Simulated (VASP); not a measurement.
# Nb (C2/m) in VASP: single point with LDA

Aim: the single point of Nb with LDA.

Program: VASP 6.6.1. These are calculated values, not measurements. Logs are shortened: lines on timing, memory, paths and dates and some standing lists are left out, and cuts for length are marked.

### 1 The cell of the first run

Symmetry: C2/m, No. 12, monoclinic system. Conventional cell: a = 5.121 Å, b = 2.956 Å, c = 4.789 Å, α = 90.00°, β = 90.00°, γ = 90.00°. Within 2.5 Å of Nb (site symmetry m) lie 1 Nb at 1.88 Å.

### 2 Single point, LDA (shortest bond scaled by 0.64)

The input, INCAR:

```
  PREC = Accurate
  ENCUT = 520
  EDIFF = 1E-6
  ISMEAR = -1
  SIGMA = 0.05
  LREAL = False
  LASPH = True
  NELM = 60
  ALGO = Normal
  ISIF = 2
  LWAVE = False
  LCHARG = False
  NBANDS = 20
```

The input, KPOINTS:

```
Automatic mesh
0
Gamma
  12 12 6
```

The input, POSCAR:

```
Nb
1.0
    2.9563926124      0.0000000000      0.0000000000
   -1.4781963062      2.5603111058      0.0000000000
    0.0000000000      0.0000000000      4.7893560320
Nb
2
Direct
    0.2133333333      0.6066666667      0.1600000000
    0.7866666667      0.3933333333      0.8400000000
```

Potentials or basis: VASP PAW LDA potentials, release 64 (Nb_sv).

Launch:

```bash
$ cat potpaw_LDA.64/Nb_sv/POTCAR > POTCAR
$ mpirun -np 1 vasp_std > vasp.out
```

OUTCAR:

```text
PREC = Accurate
   ENCUT = 520
   EDIFF = 1E-6
   ISMEAR = -1
   LREAL = False
   LASPH = True
   NELM = 60
   ISIF = 2

 ion  position               nearest neighbor table
   1  0.213  0.607  0.160-   2 1.88   2 2.59   2 2.59
   2  0.787  0.393  0.840-   1 1.88   1 2.59   1 2.59

  LATTYP: Found a hexagonal cell.
 ALAT       =     2.9563926124
 C/A-ratio  =     1.6200000000

  Lattice vectors:

 A1 = (   2.9563926124,   0.0000000000,   0.0000000000)
 A2 = (  -1.4781963062,   2.5603111058,   0.0000000000)
 A3 = (   0.0000000000,   0.0000000000,   4.7893560320)

Analysis of symmetry for initial positions (statically):
=====================================================================
 Subroutine PRICEL returns:
 Original cell was already a primitive cell.

 Routine SETGRP: Setting up the symmetry group for a
 hexagonal supercell.

 Subroutine GETGRP returns: Found  4 space group operations
 (whereof  4 operations were pure point group operations)
 out of a pool of 24 trial point group operations.

The static configuration has the point symmetry C_2h.

Analysis of symmetry for dynamics (positions and initial velocities):
=====================================================================
 Subroutine PRICEL returns:
 Original cell was already a primitive cell.

 Routine SETGRP: Setting up the symmetry group for a
 hexagonal supercell.

 Subroutine GETGRP returns: Found  4 space group operations
 (whereof  4 operations were pure point group operations)
 out of a pool of 24 trial point group operations.

The dynamic configuration has the point symmetry C_2h.

 Subroutine INISYM returns: Found  4 space group operations
 (whereof  4 operations are pure point group operations),
 and found     1 'primitive' translations

----------------------------------------------------------------------------------------

                                     Primitive cell

  volume of cell :      36.2520

  direct lattice vectors                    reciprocal lattice vectors
     2.956392612  0.000000000  0.000000000     0.338250067  0.195288767  0.000000000
    -1.478196306  2.560311106  0.000000000     0.000000000  0.390577535  0.000000000
     0.000000000  0.000000000  4.789356032     0.000000000  0.000000000  0.208796338

  length of vectors
     2.956392612  2.956392612  4.789356032     0.390577535  0.390577535  0.208796338

  position of ions in fractional coordinates (direct lattice)
     0.213333333  0.606666667  0.160000000
     0.786666667  0.393333333  0.840000000

  ion indices of the primitive-cell ions
   primitive index   ion index
                 1           1
                 2           2

----------------------------------------------------------------------------------------

 KPOINTS: Automatic mesh

Automatic generation of k-mesh.
 Grid dimensions read from file:
 generate k-points for:   12   12    6

 Generating k-lattice:

  Cartesian coordinates                     Fractional coordinates (reciprocal lattice)
     0.028187506  0.016274064  0.000000000     0.083333333  0.000000000  0.000000000
     0.000000000  0.032548128  0.000000000     0.000000000  0.083333333  0.000000000
     0.000000000  0.000000000  0.034799390     0.000000000  0.000000000  0.166666667

  Length of vectors
     0.032548128  0.032548128  0.034799390

  Shift w.r.t. Gamma in fractional coordinates (k-lattice)
     0.000000000  0.000000000  0.000000000

 Subroutine IBZKPT returns following result:
 ===========================================

 Found    242 irreducible k-points:

 Following reciprocal coordinates:
            Coordinates               Weight
  0.000000  0.000000  0.000000      1.000000
  0.083333  0.000000  0.000000      2.000000
  0.000000  0.083333  0.000000      4.000000
  0.166667  0.000000  0.000000      2.000000
  0.000000  0.166667  0.000000      4.000000
  0.250000  0.000000  0.000000      2.000000
[... 16 lines left out ...]
 -0.083333  0.416667  0.000000      4.000000
 -0.416667  0.333333  0.000000      4.000000
 [... further k-points ...]
   k-points           NKPTS =    242   k-points in BZ     NKDIM =    242   number of bands    NBANDS=     20
   number of dos      NEDOS =    301   number of ions     NIONS =      2
   total plane-waves  NPLWV =  20736
   dimension x,y,z NGX =    24 NGY =   24 NGZ =   36
   dimension x,y,z NGXF=    48 NGYF=   48 NGZF=   72
   ions per type =               2
   NGX,Y,Z   is equivalent  to a cutoff of  13.50, 13.50, 12.50 a.u.
   NGXF,Y,Z  is equivalent  to a cutoff of  26.99, 26.99, 24.99 a.u.
 SYSTEM =  unknown system
   PREC   = accura    normal or accurate (medium, high low for compatibility)
   ISTART =      0    job   : 0-new  1-cont  2-samecut
   ICHARG =      2    charge: 1-file 2-atom 10-const
   ISPIN  =      1    spin polarized calculation?
   LNONCOLLINEAR =      F non collinear calculations
   LSORBIT =      F    spin-orbit coupling
   LASPH  =      T    aspherical Exc in radial PAW
   ENCUT  =  520.0 eV  38.22 Ry    6.18 a.u.   5.50  5.50  8.91*2*pi/ulx,y,z
   NELM   =     60;   NELMIN=  2; NELMDL= -5     # of ELM steps
   EDIFF  = 0.1E-05   stopping-criterion for ELM
   LREAL  =      F    real-space projection
   EDIFFG = 0.1E-04   stopping-criterion for IOM
   NSW    =      0    number of steps for IOM
   IBRION =     -1    ionic relax: 0-MD 1-quasi-New 2-CG
   NFREE  =      0    steps in history (QN), initial steepest desc. (CG)
   ISIF   =      2    stress and relaxation
   ISYM   =      2    0-nonsym 1-usesym 2-fastsym
   POTIM  = 0.5000    time-step for ionic-motion
   TEBEG  =    0.0;   TEEND  =   0.0 temperature during run
   PSTRESS=    0.0 pullay stress
   NELECT =      26.0000    total number of electrons
   NUPDOWN=      -1.0000    fix difference up-down
   EMIN   =  10.00;   EMAX   =-10.00  energy-range for DOS
   EFERMI =   0.00;   METHOD = LEGACY
   ISMEAR =    -1;   SIGMA  =   0.05  broadening in eV -4-tet -1-fermi 0-gaus
   EFERMI_NEDOS =   21; number of points for ismear=-14 and -15
   IALGO  =     38    algorithm
   IMIX   =      4    mixing-type and parameters
     AMIX     =   0.40;   BMIX     =  1.00
     AMIX_MAG =   1.60;   BMIX_MAG =  1.00
  volume/ion in A,a.u.               =      18.13       122.32
  Fermi-wavevector in a.u.,A,eV,Ry     =   1.465397  2.769199 29.216991  2.147388
  Thomas-Fermi vector in A             =   2.581259
   LORBIT       =      0    0 simple, 1 ext, 2 COOP (PROOUT), +10 PAW based schemes
   GGA     = CA    functional components
   LHFCALC =     F    Hartree Fock is set to
   AEXX    =    0.0000 exact exchange contribution
   IVDW    =     0    specifies the selected vdW correction
   LEPSILON=     F    determine dielectric tensor
   LRPA    =     F    only Hartree local field effects (RPA)
 non-spin polarized calculation
  energy-cutoff  :      520.00
  volume of cell :       36.25
 maximum number of plane-waves:      1002
 NGX is ok and might be reduce to    24
   NGX = 11   NGY = 11   NGZ = 17

 number of electron      26.0000000 magnetization

 Free energy of the ion-electron system (eV)
  ---------------------------------------------------
  ext. energy  EPLUGINS =         0.00000000
  ---------------------------------------------------
  free energy    TOTEN  =       -18.12448778 eV

  energy without entropy =      -18.11459029  energy(sigma->0) =      -18.11953904

 E-fermi :  11.0307     XC(G=0): -12.2474

 val. band max:       11.0292391680   @ k =   0.1667   0.1667   0.1667
 cond. band min:      11.0367294465   @ k =  -0.1667   0.4167   0.5000
 fundamental gap:      0.0074902785
 Fermi energy:        11.0306658697

 k-point     1 :       0.0000    0.0000    0.0000
  band No.  band energies     occupation
      1     -44.7339      2.00000
      2     -41.8690      2.00000
      3     -23.0423      2.00000
      4     -19.3059      2.00000
      5     -19.2131      2.00000
      6     -19.0056      2.00000
[... 12 lines left out ...]
     19      17.2713      0.00000
     20      18.8620      0.00000

 k-point     2 :       0.0833    0.0000    0.0000
  band No.  band energies     occupation
      1     -44.7070      2.00000
      2     -41.8784      2.00000
      3     -23.0634      2.00000
      4     -19.5545      2.00000
      5     -19.3784      2.00000
      6     -18.7540      2.00000
[... 12 lines left out ...]
     19      17.5337      0.00000
     20      18.4608      0.00000

 k-point     3 :       0.0000    0.0833    0.0000
  band No.  band energies     occupation
      1     -44.7147      2.00000
      2     -41.8693      2.00000
      3     -23.0475      2.00000
      4     -19.5181      2.00000
      5     -19.2745      2.00000
      6     -18.8866      2.00000
[... 12 lines left out ...]
     19      17.4283      0.00000
     20      19.0880      0.00000

 k-point     4 :       0.1667    0.0000    0.0000
  band No.  band energies     occupation
      1     -44.6316      2.00000
      2     -41.9060      2.00000
      3     -23.1239      2.00000
      4     -20.0101      2.00000
      5     -19.5496      2.00000
      6     -18.5388      2.00000
[... 12 lines left out ...]
     19      17.9650      0.00000
     20      18.6935      0.00000

 k-point     5 :       0.0000    0.1667    0.0000
  band No.  band energies     occupation
      1     -44.6617      2.00000
      2     -41.8709      2.00000
      3     -23.0627      2.00000
      4     -19.9405      2.00000
      5     -19.3230      2.00000
      6     -18.8253      2.00000
[... 12 lines left out ...]
     19      17.6767      0.00000
     20      19.6030      0.00000
[... 353 lines left out ...]
      6     -18.7501      2.00000
[... 12 lines left out ...]
     19      16.7529      0.00000
     20      20.9542      0.00000

 k-point    22 :       0.3333    0.0833    0.0000
  band No.  band energies     occupation
      1     -44.3584      2.00000
      2     -42.0142      2.00000
      3     -23.3376      2.00000
      4     -20.9125      2.00000
      5     -20.0243      2.00000
      6     -18.3398      2.00000
[... 12 lines left out ...]
     19      17.6985      0.00000
     20      19.5390      0.00000

 k-point    23 :      -0.0833    0.4167    0.0000
  band No.  band energies     occupation
      1     -44.4796      2.00000
      2     -41.8743      2.00000
      3     -23.1086      2.00000
      4     -20.8491      2.00000
      5     -19.6985      2.00000
      6     -18.8290      2.00000
[... 12 lines left out ...]
     19      18.8859      0.00000
     20      19.6855      0.00000

 k-point    24 :      -0.4167    0.3333    0.0000
  band No.  band energies     occupation
      1     -44.4551      2.00000
      2     -41.9028      2.00000
      3     -23.1573      2.00000
      4     -20.9440      2.00000
      5     -19.5828      2.00000
      6     -18.8354      2.00000
[... 12 lines left out ...]
     19      17.0048      0.00000
     20      20.8100      0.00000

 [... further k-points ...]

------------------------ aborting loop because EDIFF is reached ----------------------------------------

  FORCE on cell =-STRESS in cart. coord.  units (eV):
  Direction    XX          YY          ZZ          XY          YZ          ZX
  --------------------------------------------------------------------------------------
  -------------------------------------------------------------------------------------
  Total        9.7658838      9.6043560     17.0375166      0.1398872      3.7159726      6.4362542
  in kB      431.6086713    424.4698609    752.9825351      6.1823912    164.2294801    284.4538381
  external PRESSURE =     536.3536891 kB  Pullay stress =       0.0000000 kB

 VOLUME and BASIS-vectors are now :
 -----------------------------------------------------------------------------
  energy-cutoff  :      520.00
  volume of cell :       36.25
      direct lattice vectors                 reciprocal lattice vectors
     2.956392612  0.000000000  0.000000000     0.338250067  0.195288767  0.000000000
    -1.478196306  2.560311106  0.000000000     0.000000000  0.390577535  0.000000000
     0.000000000  0.000000000  4.789356032     0.000000000  0.000000000  0.208796338

 POSITION                                       TOTAL-FORCE (eV/Angst)
 -----------------------------------------------------------------------------------
     -0.26608      1.55326      0.76630         4.460434      2.575233     13.372096
      1.74427      1.00706      4.02306        -4.460434     -2.575233    -13.372096
 -----------------------------------------------------------------------------------
    total drift:                                0.000000      0.000000     -0.000000

  FREE ENERGIE OF THE ION-ELECTRON SYSTEM (eV)
  ---------------------------------------------------
  free  energy   TOTEN  =       -18.1244877837 eV

  energy  without entropy=      -18.1145902946  energy(sigma->0) =      -18.11953904
```

Wall time 1.8 min (1 thread of Intel Xeon Platinum 8259CL at 2.50GHz (Skylake/Cascade Lake), shared host); peak memory 0.24 GiB.

What came out:

```yaml
Free_energy: -18.1245 eV
Pressure: 53.6 GPa
Largest_force: 14.330 eV/Å
Band_gap_on_the_k_mesh: zero (band 13 reaches 12.70 eV, above the bottom of band 14 at 9.79 eV)
```

Forces on the atoms (eV/Å):
```
Nb    4.460   2.575  13.372
Nb   -4.460  -2.575 -13.372
```

Caveat: the cell differs from its parent crystal (shortest bond scaled by 0.64); forces of over 1 eV/Å act on the atoms, so gaps and moduli don't describe the material at rest.
